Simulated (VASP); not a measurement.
Crystal: MgS.

```
Mg S
1.0
     0.00000    2.60152    2.60152
     2.60152    0.00000    2.60152
     2.60152    2.60152    0.00000
Mg S
1 1
Direct
  0.00000 0.00000 0.00000
  0.50000 0.50000 0.50000
```

Base run:

```yaml
Program: VASP 6.6.1
Functional: HSE06
Potentials_or_basis: VASP PAW PBE potentials, release 64 (Mg, S)
Cutoff: 520 eV
k_mesh: 6 × 6 × 6
Occupations: gaussian, width 0.01 eV
Spin: no spin polarisation
```

Its results: band gap on the k mesh 3.75 eV (least direct gap 4.80 eV); pressure -0.7 GPa.

Question: The run is repeated on the same cell with these changes: functional from HSE06 to PBE0. What comes out?

Answer: Band gap on the k mesh 4.49 eV (least direct gap 5.51 eV); pressure -0.7 GPa.

Caveats: the PAW data sets were made with another functional, which shifts forces and pressure a little.

A k mesh can miss the band edges.
